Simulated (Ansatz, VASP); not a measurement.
**GaN in VASP and in Ansatz**

The input INCAR:

```
PREC = Accurate
ENCUT = 600
EDIFF = 1E-6
ISMEAR = 0
SIGMA = 0.01
LREAL = False
LASPH = True
NELM = 120
ALGO = Normal
ISIF = 2
LWAVE = False
LCHARG = True
GGA = PS
LELF = True
LVHAR = True
NBANDS = 16
GGA_COMPAT = False
```

The input KPOINTS:

```
regular mesh
0
Gamma
  10 10 10
```

The input POSCAR:

```
GaN
1.0
    0.0000000000      2.2535006075      2.2535006075
    2.2535006075      0.0000000000      2.2535006075
    2.2535006075      2.2535006075      0.0000000000
Ga N
1 1
Direct
    0.0000000000      0.0000000000      0.0000000000
    0.2500000000      0.2500000000      0.2500000000
```

Input for Ansatz:

```yaml
crystal:
  lattice:
    - [0.0, 2.2535006075, 2.2535006075]
    - [2.2535006075, 0.0, 2.2535006075]
    - [2.2535006075, 2.2535006075, 0.0]
  atoms:
    - { symbol: Ga, position: [0.0, 0.0, 0.0] }
    - { symbol: "N", position: [0.25, 0.25, 0.25] }
kpoints:
  mp_grid: { grid: [10, 10, 10] }
scf:
  occupations: { method: fixed }
hamiltonian:
  xc: pbesol
  pseudopotentials: { kind: all_electron, lapw: { basis_error: 0.001 } }
output:
  forces: true
  stress: true
  eigenvalues: true
  eigenstates:
    nscf_kmesh: { grid: [20, 20, 20] }
    de_dk: true
    e_range: [-9, 11.66989]
  optics:
    e_range: [0, 30]
    de: 0.2
    sigma: 0.15
    bands: { spectra_wanted_up_to: 30 }
    nscf_kmesh: { grid: [20, 20, 20] }
checkpoint:
  write: ck
  write_wavefunctions: false
```

Alike in both runs: task single point; functional PBEsol; k mesh 10 × 10 × 10; no spin polarisation.

```csv
,VASP,Ansatz
version,VASP 6.6.1,Ansatz 0.2.0
potentials or method,"VASP PAW PBE potentials, release 64 (Ga_d, N), cutoff 600 eV","all-electron LAPW, scalar-relativistic"
occupations,"gaussian, width 0.01 eV",fixed
```

Ansatz gave:

| Property | Result |
| --- | --- |
| gap on the k mesh at the Fermi level (eV) | 1.68 |
| pressure (GPa) | -1.1 |

Task: Which values does VASP return?

Result: gap on the k mesh at the Fermi level (eV): 1.68; pressure (GPa): -1.5.

VASP's potentials were made for PBE, not for PBEsol. Ansatz ran all-electron here, and VASP with PAW potentials.
